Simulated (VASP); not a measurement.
# Sb (I4/mmm) in VASP: notebook

Sb is run at these levels: PBE0, PBE-based screened hybrid with 25 % exact exchange; tasks: single point.

All numbers are computed with VASP 6.6.1; they aren't measurements. Logs are shortened: lines on timing, memory, paths and dates and some standing lists are left out, and cuts for length are marked.

## Step 1: The cell of the first run

Symmetry: I4/mmm, No. 139, tetragonal system. Conventional cell: a = 3.110 Å, b = 3.110 Å, c = 5.351 Å, α = 90.00°, β = 90.00°, γ = 90.00°. Within 4.1 Å of Sb (site symmetry 4/mmm) lie 12 Sb at 3.11 to 3.46 Å.

## Step 2: Single point, PBE0

The input, POSCAR:

```
Sb
1.0
   -1.5552329741      1.5552329741      2.6752861216
    1.5552329741     -1.5552329741      2.6752861216
    1.5552329741      1.5552329741     -2.6752861216
Sb
1
Direct
    0.0000000000      0.0000000000      0.0000000000
```

The input, INCAR.step1:

```
SYSTEM = Sb
PREC = Accurate
ENCUT = 520
EDIFF = 1E-5
ISMEAR = -1
SIGMA = 0.05
LREAL = .FALSE.
LASPH = .TRUE.
NELM = 60
ALGO = Normal
ISIF = 2
LWAVE = .TRUE.
LCHARG = .FALSE.
NBANDS = 8
GGA = PE
```

The input, INCAR.step2:

```
SYSTEM = Sb
PREC = Accurate
ENCUT = 520
EDIFF = 1E-7
ISMEAR = -1
SIGMA = 0.05
LREAL = .FALSE.
LASPH = .TRUE.
NELM = 60
ALGO = Normal
ISIF = 2
LWAVE = .FALSE.
LCHARG = .FALSE.
GGA = PE
LHFCALC = .TRUE.
AEXX = 0.25
PRECFOCK = Normal
NBANDS = 8
ISTART = 1
```

The input, KPOINTS:

```
regular mesh
0
G
  8 8 8
  0 0 0
```

Potentials or basis: VASP PAW PBE potentials, release 64 (Sb).

On the command line:

```sh
$ cat potpaw_PBE.64/Sb/POTCAR > POTCAR
$ cp INCAR.step1 INCAR
$ mpirun -np 1 vasp_std > vasp.out
$ cp INCAR.step2 INCAR
$ mpirun -np 1 vasp_std > vasp.out
```

OUTCAR:

```text
SYSTEM = Sb
   PREC = Accurate
   ENCUT = 520
   EDIFF = 1E-7
   ISMEAR = -1
   LREAL = .FALSE.
   LASPH = .TRUE.
   NELM = 60
   ISIF = 2
   GGA = PE
   LHFCALC = .TRUE.
   AEXX = 0.25
   PRECFOCK = Normal
   ISTART = 1

 ion  position               nearest neighbor table
   1  0.000  0.000  0.000-

  LATTYP: Found a body centered tetragonal cell.
 ALAT       =     3.1104659482
 C/A-ratio  =     1.7201835134

  Lattice vectors:

 A1 = (  -1.5552329741,   1.5552329741,   2.6752861216)
 A2 = (   1.5552329741,  -1.5552329741,   2.6752861216)
 A3 = (   1.5552329741,   1.5552329741,  -2.6752861216)

Analysis of symmetry for initial positions (statically):
=====================================================================
 Subroutine PRICEL returns:
 Original cell was already a primitive cell.

 Routine SETGRP: Setting up the symmetry group for a
 body centered tetragonal supercell.

 Subroutine GETGRP returns: Found 16 space group operations
 (whereof 16 operations were pure point group operations)
 out of a pool of 16 trial point group operations.

The static configuration has the point symmetry D_4h.

Analysis of symmetry for dynamics (positions and initial velocities):
=====================================================================
 Subroutine PRICEL returns:
 Original cell was already a primitive cell.

 Routine SETGRP: Setting up the symmetry group for a
 body centered tetragonal supercell.

 Subroutine GETGRP returns: Found 16 space group operations
 (whereof 16 operations were pure point group operations)
 out of a pool of 16 trial point group operations.

The dynamic configuration has the point symmetry D_4h.

 Subroutine INISYM returns: Found 16 space group operations
 (whereof 16 operations are pure point group operations),
 and found     1 'primitive' translations

----------------------------------------------------------------------------------------

                                     Primitive cell

  volume of cell :      25.8834

  direct lattice vectors                    reciprocal lattice vectors
    -1.555232974  1.555232974  2.675286122     0.000000000  0.321495241  0.186895897
     1.555232974 -1.555232974  2.675286122     0.321495241  0.000000000  0.186895897
     1.555232974  1.555232974 -2.675286122     0.321495241  0.321495241  0.000000000

  length of vectors
     3.463330051  3.463330051  3.463330051     0.371872648  0.371872648  0.454662930

  position of ions in fractional coordinates (direct lattice)
     0.000000000  0.000000000  0.000000000

  ion indices of the primitive-cell ions
   primitive index   ion index
                 1           1

----------------------------------------------------------------------------------------

 KPOINTS: regular mesh

Automatic generation of k-mesh.
 Grid dimensions read from file:
 generate k-points for:    8    8    8

 Generating k-lattice:

  Cartesian coordinates                     Fractional coordinates (reciprocal lattice)
     0.000000000  0.040186905  0.023361987     0.125000000  0.000000000  0.000000000
     0.040186905  0.000000000  0.023361987     0.000000000  0.125000000  0.000000000
     0.040186905  0.040186905  0.000000000     0.000000000  0.000000000  0.125000000

  Length of vectors
     0.046484081  0.046484081  0.056832866

  Shift w.r.t. Gamma in fractional coordinates (k-lattice)
     0.000000000  0.000000000  0.000000000

 Subroutine IBZKPT returns following result:
 ===========================================

 Found     59 irreducible k-points:

 Following reciprocal coordinates:
            Coordinates               Weight
  0.000000  0.000000  0.000000      1.000000
  0.125000  0.000000  0.000000      8.000000
  0.250000  0.000000  0.000000      8.000000
  0.375000  0.000000  0.000000      8.000000
  0.500000  0.000000  0.000000      4.000000
  0.125000  0.125000  0.000000      8.000000
[... 16 lines left out ...]
  0.250000  0.125000  0.125000     16.000000
  0.375000  0.125000  0.125000      8.000000
 [... further k-points ...]
   k-points           NKPTS =     59   k-points in BZ     NKDIM =    512   number of bands    NBANDS=      8
   number of dos      NEDOS =    301   number of ions     NIONS =      1
   total plane-waves  NPLWV =  21952
   dimension x,y,z NGX =    28 NGY =   28 NGZ =   28
   dimension x,y,z NGXF=    56 NGYF=   56 NGZF=   56
   ions per type =               1
   NGX,Y,Z   is equivalent  to a cutoff of  13.44, 13.44, 13.44 a.u.
   NGXF,Y,Z  is equivalent  to a cutoff of  26.88, 26.88, 26.88 a.u.
 SYSTEM =  Sb
   PREC   = accura    normal or accurate (medium, high low for compatibility)
   ISTART =      1    job   : 0-new  1-cont  2-samecut
   ICHARG =      0    charge: 1-file 2-atom 10-const
   ISPIN  =      1    spin polarized calculation?
   LNONCOLLINEAR =      F non collinear calculations
   LSORBIT =      F    spin-orbit coupling
   LASPH  =      T    aspherical Exc in radial PAW
   ENCUT  =  520.0 eV  38.22 Ry    6.18 a.u.   6.44  6.44  6.44*2*pi/ulx,y,z
   NELM   =     60;   NELMIN=  2; NELMDL=  0     # of ELM steps
   EDIFF  = 0.1E-06   stopping-criterion for ELM
   LREAL  =      F    real-space projection
   EDIFFG = 0.1E-05   stopping-criterion for IOM
   NSW    =      0    number of steps for IOM
   IBRION =     -1    ionic relax: 0-MD 1-quasi-New 2-CG
   NFREE  =      0    steps in history (QN), initial steepest desc. (CG)
   ISIF   =      2    stress and relaxation
   ISYM   =      3    0-nonsym 1-usesym 2-fastsym
   POTIM  = 0.5000    time-step for ionic-motion
   TEBEG  =    0.0;   TEEND  =   0.0 temperature during run
   PSTRESS=    0.0 pullay stress
   NELECT =       5.0000    total number of electrons
   NUPDOWN=      -1.0000    fix difference up-down
   EMIN   =  10.00;   EMAX   =-10.00  energy-range for DOS
   EFERMI =   0.00;   METHOD = LEGACY
   ISMEAR =    -1;   SIGMA  =   0.05  broadening in eV -4-tet -1-fermi 0-gaus
   EFERMI_NEDOS =   21; number of points for ismear=-14 and -15
   IALGO  =     38    algorithm
   IMIX   =      1    mixing-type and parameters
     AMIX     =   0.40;   BMIX     =  1.00
     AMIX_MAG =   1.60;   BMIX_MAG =  1.00
  volume/ion in A,a.u.               =      25.88       174.67
  Fermi-wavevector in a.u.,A,eV,Ry     =   0.946363  1.788367 12.185419  0.895603
  Thomas-Fermi vector in A             =   2.074354
   LORBIT       =      0    0 simple, 1 ext, 2 COOP (PROOUT), +10 PAW based schemes
   GGA     = PE    functional components
   LHFCALC =     T    Hartree Fock is set to
   PRECFOCK=normal    Normal, Fast or Accurate (Low or Medium for compatibility)
   ENCUT4O =  -1.0   cutoff for four orbital integrals eV
   NKREDX  =     1    reduce k-point grid by
   NKREDY  =     1    reduce k-point grid by
   NKREDZ  =     1    reduce k-point grid by
   AEXX    =    0.2500 exact exchange contribution
   HFSCREEN=    0.0000 screening length (either q_TF or 0.3 A-1)
   HFSCREENC=   0.0000 screening length for correlation (either q_TF or 0.3 A-1)
   ENCUTFOCK=  -1.0 apply spherical cutoff to Coloumb kernel
   IVDW    =     0    specifies the selected vdW correction
   LEPSILON=     F    determine dielectric tensor
   LRPA    =     F    only Hartree local field effects (RPA)
 non-spin polarized calculation
  energy-cutoff  :      520.00
  volume of cell :       25.88
 maximum number of plane-waves:       720
 NGX is ok and might be reduce to    28
  NGX = 20; NGY = 20; NGZ = 20

 number of electron       5.0000000 magnetization

 Free energy of the ion-electron system (eV)
  ---------------------------------------------------
  ext. energy  EPLUGINS =         0.00000000
  ---------------------------------------------------
  free energy    TOTEN  =        -5.19996181 eV

  energy without entropy =       -5.19905146  energy(sigma->0) =       -5.19950664

 E-fermi :   9.2792     XC(G=0):  -8.2238

 val. band max:        8.8686520516   @ k =  -0.3750   0.5000   0.3750
 cond. band min:       9.4148546425   @ k =   0.1250   0.1250   0.1250
 fundamental gap:      0.5462025910
 Fermi energy:         9.2791746679

 k-point     1 :       0.0000    0.0000    0.0000
  band No.  band energies     occupation
      1      -6.3104      2.00000
      2      14.9357      0.00000
      3      15.7828      0.00000
      4      15.7828      0.00000
      5      19.3983      0.00000
      6      20.8526      0.00000
      7      20.8827      0.00000
      8      20.9115      0.00000

 k-point     2 :       0.1250    0.0000    0.0000
  band No.  band energies     occupation
      1      -5.9524      2.00000
      2      12.7720      0.00000
      3      14.2839      0.00000
      4      15.6954      0.00000
      5      18.6370      0.00000
      6      19.7610      0.00000
      7      21.2185      0.00000
      8      21.4352      0.00000

 k-point     3 :       0.2500    0.0000    0.0000
  band No.  band energies     occupation
      1      -4.8856      2.00000
      2       7.9148      2.00000
      3      12.8563      0.00000
      4      15.5991      0.00000
      5      17.1485      0.00000
      6      19.5285      0.00000
      7      22.3923      0.00000
      8      23.2918      0.00000

 k-point     4 :       0.3750    0.0000    0.0000
  band No.  band energies     occupation
      1      -3.1837      2.00000
      2       3.8252      2.00000
      3      11.7768      0.00000
      4      15.6443      0.00000
      5      16.2560      0.00000
      6      19.7677      0.00000
      7      21.4104      0.00000
      8      21.9437      0.00000

 k-point     5 :       0.5000    0.0000    0.0000
  band No.  band energies     occupation
      1      -1.7419      2.00000
      2       1.5808      2.00000
      3      11.3719      0.00000
      4      15.7071      0.00000
      5      15.9539      0.00000
      6      20.4329      0.00000
      7      20.7293      0.00000
      8      20.8727      0.00000
[... 177 lines left out ...]
 k-point    22 :       0.1250    0.1250    0.1250
  band No.  band energies     occupation
      1      -3.8138      2.00000
      2       8.7168      1.99997
      3       9.4149      0.12435
      4      13.1498      0.00000
      5      17.2884      0.00000
      6      17.9180      0.00000
      7      18.4330      0.00000
      8      25.2167      0.00000

 k-point    23 :       0.2500    0.1250    0.1250
  band No.  band energies     occupation
      1      -2.1218      2.00000
      2       4.8855      2.00000
      3       9.4660      0.04653
      4      11.9248      0.00000
      5      16.4546      0.00000
      6      17.0588      0.00000
      7      19.9913      0.00000
      8      25.7190      0.00000

 k-point    24 :       0.3750    0.1250    0.1250
  band No.  band energies     occupation
      1      -0.7015      2.00000
      2       2.6698      2.00000
      3       9.8960      0.00001
      4      11.0456      0.00000
      5      15.9681      0.00000
      6      16.7996      0.00000
      7      22.5267      0.00000
      8      23.6309      0.00000

 [... further k-points ...]

------------------------ aborting loop because EDIFF is reached ----------------------------------------

  FORCE on cell =-STRESS in cart. coord.  units (eV):
  Direction    XX          YY          ZZ          XY          YZ          ZX
  --------------------------------------------------------------------------------------
  -------------------------------------------------------------------------------------
  Total        0.1024722      0.1024722      0.3242149      0.0000000      0.0000000      0.0000000
  in kB        6.3430117      6.3430117     20.0688482      0.0000000      0.0000000      0.0000000
  external PRESSURE =      10.9182906 kB  Pullay stress =       0.0000000 kB

 VOLUME and BASIS-vectors are now :
 -----------------------------------------------------------------------------
  energy-cutoff  :      520.00
  volume of cell :       25.88
      direct lattice vectors                 reciprocal lattice vectors
    -1.555232974  1.555232974  2.675286122     0.000000000  0.321495241  0.186895897
     1.555232974 -1.555232974  2.675286122     0.321495241  0.000000000  0.186895897
     1.555232974  1.555232974 -2.675286122     0.321495241  0.321495241  0.000000000

 POSITION                                       TOTAL-FORCE (eV/Angst)
 -----------------------------------------------------------------------------------
      0.00000      0.00000      0.00000         0.000000      0.000000     -0.000000
 -----------------------------------------------------------------------------------
    total drift:                                0.000000      0.000000      0.000000

  FREE ENERGIE OF THE ION-ELECTRON SYSTEM (eV)
  ---------------------------------------------------
  free  energy   TOTEN  =        -5.1999618140 eV

  energy  without entropy=       -5.1990514624  energy(sigma->0) =       -5.19950664
```

It took 35 min on 1 thread of Intel Xeon 6975P-C (Granite Rapids), shared host; peak memory 0.19 GiB.

Results:

- Free energy: -5.2000 eV
- Pressure: 1.1 GPa
- Band gap on the k mesh: zero (an odd number of electrons rules out a gap without spin polarisation)

Levels at points of the mesh, in eV from the Fermi level:
```csv
k point,band 1,band 2,band 3,band 4,band 5,band 6,band 7
"(0.00, 0.00, 0.00)",-15.59,5.66,6.50,6.50,10.12,11.57,11.60
"(0.50, 0.00, 0.00)",-11.02,-7.70,2.09,6.43,6.67,11.15,11.45
"(0.50, 0.50, 0.00)",-7.96,-6.02,-1.91,0.72,3.77,4.66,16.69
"(0.50, 0.50, 0.50)",-11.19,-7.55,2.49,2.49,6.28,6.76,19.10
```

Caveat: the PAW data sets were made with another functional, which shifts forces and pressure a little; spin-orbit coupling is left out, which moves the levels of the heavy elements; an odd number of electrons without spin polarisation forces a metal; a magnetic or distorted state may lie lower.

## Step 3: Single point, PBE0

This run uses another cell than the first one, of 26.96 Å³/atom.

The input, POSCAR:

```
Sb
1.0
   -1.5765401831      1.5765401831      2.7119384313
    1.5765401831     -1.5765401831      2.7119384313
    1.5765401831      1.5765401831     -2.7119384313
Sb
1
Direct
    0.0000000000      0.0000000000      0.0000000000
```

The input, INCAR.step1:

```
SYSTEM = Sb
PREC = Accurate
ENCUT = 400
EDIFF = 1E-5
ISMEAR = -1
SIGMA = 0.05
LREAL = .False.
LASPH = .True.
NELM = 120
ALGO = Normal
ISIF = 2
LWAVE = .True.
NBANDS = 14
GGA = PE
GGA_COMPAT = .False.
```

The input, INCAR.step2:

```
SYSTEM = Sb
PREC = Accurate
ENCUT = 400
EDIFF = 1E-6
ISMEAR = -1
SIGMA = 0.05
LREAL = .False.
LASPH = .True.
NELM = 120
ALGO = Normal
ISIF = 2
LWAVE = .False.
LCHARG = .True.
GGA = PE
LHFCALC = .True.
AEXX = 0.25
PRECFOCK = Normal
LELF = .True.
LVHAR = .True.
NBANDS = 14
ISTART = 1
GGA_COMPAT = .False.
```

The input, KPOINTS:

```
regular mesh
0
Gamma
  6 6 6
  0 0 0
```

Potentials or basis: VASP PAW PBE potentials, release 64 (Sb_d_GW).

On the command line:

```sh
$ cat potpaw_PBE.64/Sb_d_GW/POTCAR > POTCAR
$ cp INCAR.step1 INCAR
$ mpirun -np 1 vasp_std > vasp.out
$ cp INCAR.step2 INCAR
$ mpirun -np 1 vasp_std > vasp.out
```

Run time: 27 min. Hardware: 1 thread of AMD EPYC 7R13 (Zen 3), shared host; peak memory 0.13 GiB.

It converged, with:

```yaml
Free_energy: -5.1534 eV
Pressure: -1.3 GPa
Band_gap_on_the_k_mesh: zero (an odd number of electrons rules out a gap without spin polarisation)
```

Stress tensor (GPa, compression positive):
```
-0.32  0.00  0.00
 0.00 -0.32  0.00
 0.00  0.00 -3.29
```

Levels at points of the mesh, in eV from the Fermi level:
```tsv
k point	band 4	band 5	band 6	band 7	band 8	band 9	band 10	band 11	band 12	band 13
(0.00, 0.00, 0.00)	-32.89	-32.80	-15.51	5.12	5.94	5.94	10.46	11.13	11.74	11.92
(0.50, 0.00, 0.00)	-32.83	-32.80	-11.16	-7.64	1.83	5.87	6.48	10.96	11.27	11.92
(0.50, 0.50, 0.00)	-32.85	-32.74	-8.29	-6.04	-2.11	0.50	3.56	4.49	16.46	16.60
(0.50, 0.50, 0.50)	-32.84	-32.79	-11.30	-7.48	2.13	2.13	6.17	6.44	22.25	22.35
```

Caveat: the k points lie up to 0.38 Å⁻¹ apart, too coarse for converged energies and pressures of a metal; the PAW data sets were made with another functional, which shifts forces and pressure a little; spin-orbit coupling is left out, which moves the levels of the heavy elements; an odd number of electrons without spin polarisation forces a metal; a magnetic or distorted state may lie lower.

(Part 1 of 3 ends here.)

The gap in the log of VASP goes by the Fermi energy; the results here count the filled bands.